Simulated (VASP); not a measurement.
**NaF: single point with PBE**

The system is NaF.

```
Na F
1.0
     0.00000    2.29724    2.29724
     2.29724    0.00000    2.29724
     2.29724    2.29724    0.00000
Na F
1 1
Direct
  0.00000 0.00000 0.00000
  0.50000 0.50000 0.50000
```

```yaml
Program: VASP 6.6.1
Task: single point
Functional: PBE
Potentials_or_basis: VASP PAW PBE potentials, release 64 (Na_pv, F)
Cutoff: 520 eV
k_mesh: 6 × 6 × 6
Occupations: gaussian, width 0.01 eV
Spin: no spin polarisation
```

The pressure is 3.5 GPa and the band gap on the k mesh is 6.44 eV.

Levels at points of the mesh, in eV from the valence-band top:
```
           k point  band 5  band 6  band 7  band 8  band 9  band 10
(0.00, 0.00, 0.00)    0.00    0.00    0.00    6.44   19.16    19.16
(0.50, 0.00, 0.00)   -1.64   -0.27   -0.27   10.94   12.69    20.39
(0.50, 0.50, 0.00)   -1.31   -0.42   -0.42   13.37   13.39    13.86
```

Run time: 7.4 s on 1 thread of Oxide Virtual Turin-like Processor, with other jobs on the host, peak memory 0.1 GiB.

Caveat: the cell stands under pressure.
